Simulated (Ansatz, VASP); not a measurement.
One calculation of MoS2, two programs

File INCAR:

```
ALGO = Normal
EDIFF = 1E-6
ENCUT = 520
GGA = RP
ISIF = 2
ISMEAR = -1
LASPH = T
LCHARG = F
LREAL = F
LWAVE = F
NBANDS = 35
NELM = 80
PREC = Accurate
SIGMA = 0.05
```

File KPOINTS:

```
k-points
0
Gamma
  10 10 2
```

The input POSCAR:

```
MoS2
1.0
    3.1631680506      0.0000000000      0.0000000000
   -1.5815840253      2.7393838882      0.0000000000
    0.0000000000      0.0000000000     21.5250905073
Mo S
2 4
Direct
    0.3333333333      0.6666666667      0.8511602300
    0.6666666667      0.3333333333      0.1488397700
    0.6666666667      0.3333333333      0.7796253900
    0.3333333333      0.6666666667      0.0772510000
    0.6666666667      0.3333333333      0.9227490000
    0.3333333333      0.6666666667      0.2203746100
```

input.yaml

```yaml
crystal:
  lattice:
    - [3.1631680506, 0.0, 0.0]
    - [-1.5815840253, 2.7393838882, 0.0]
    - [0.0, 0.0, 21.5250905073]
  atoms:
    - { symbol: Mo, position: [0.3333333333, 0.6666666667, 0.85116023] }
    - { symbol: Mo, position: [0.6666666667, 0.3333333333, 0.14883977] }
    - { symbol: S, position: [0.6666666667, 0.3333333333, 0.77962539] }
    - { symbol: S, position: [0.3333333333, 0.6666666667, 0.077251] }
    - { symbol: S, position: [0.6666666667, 0.3333333333, 0.922749] }
    - { symbol: S, position: [0.3333333333, 0.6666666667, 0.22037461] }
hamiltonian:
  xc: rpbe
  pseudopotentials: { kind: paw }
kpoints:
  mp_grid: { grid: [10, 10, 2] }
scf:
  occupations: { method: fermi_dirac, width: 0.05 }
output:
  forces: true
  stress: true
  eigenvalues: true
  write_density: true
  write_potential: true
  elf: true
  volumetric_format: npy
```

Alike in both runs: task single point; functional RPBE; k mesh 10 × 10 × 2; occupations fermi-dirac, width 0.05 eV; no spin polarisation.

|  | VASP | Ansatz |
| --- | --- | --- |
| version | VASP 6.6.1 | Ansatz 0.2.0 |
| potentials or method | VASP PAW PBE potentials, release 64 (Mo_sv, S) | Ansatz PAW |
| plane-wave cutoff (eV) | 520 | 420 |
| valence electrons in the cell | 52 | 52 |

Ansatz gave:

| Property | Result |
| --- | --- |
| gap on the k mesh at the Fermi level (eV) | 1.43 |
| least direct gap on the mesh (eV) | 1.94 |
| rms of the force components (eV/Å) | 0.324 |

**Question.** Estimate VASP's values.

**Answer.** gap on the k mesh at the Fermi level (eV): 1.44; least direct gap on the mesh (eV): 1.95; rms of the force components (eV/Å): 0.312.

VASP's potentials were made for PBE, not for RPBE. Atom by atom the forces differ by 0.012 eV/Å (rms over components).
